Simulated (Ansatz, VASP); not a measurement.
# Ca3Sn3N2: VASP beside Ansatz

```xyz
8
Lattice="3.6235 0.0000 0.0000 -1.8117 3.1380 0.0000 0.0000 0.0000 15.8945" Properties=species:S:1:pos:R:3 pbc="T T T"
Ca    0.0000    0.0000    0.0000
Ca    1.8117    1.0460    2.6044
Ca    0.0000    2.0920   13.2900
Sn    0.0000    2.0920    5.5806
Sn    0.0000    0.0000    7.9472
Sn    1.8117    1.0460   10.3139
N     1.8117    1.0460   14.3411
N     0.0000    2.0920    1.5533
```

Alike in both runs: functional PBE; k mesh 5 × 5 × 1; occupations gaussian, width 0.2 eV; no spin polarisation.

Ansatz relaxed the structure, and its values are those at the end. VASP's run is a single point on that final structure, the one shown.

|  | VASP | Ansatz |
| --- | --- | --- |
| version | VASP 6.6.1 | Ansatz 0.2.0 |
| potentials or method | VASP PAW PBE potentials, release 64 (Ca_sv, Sn_d, N), cutoff 520 eV | scalar-relativistic, plane waves, PAW |
| valence electrons in the cell | 82 | 82 |

|  | VASP | Ansatz | Ansatz less VASP |
| --- | --- | --- | --- |
| gap on the k mesh at the Fermi level (eV) | none | none | - |
| pressure (GPa) | 0.2 | 0.0 | -0.14 |
| rms of the force components (eV/Å) | 0.024 | 0.012 | -0.0120 |

A gap of «none» marks a metal or a gap that the smearing closes.

The k mesh is coarse, so the values compare programs but aren't converged.
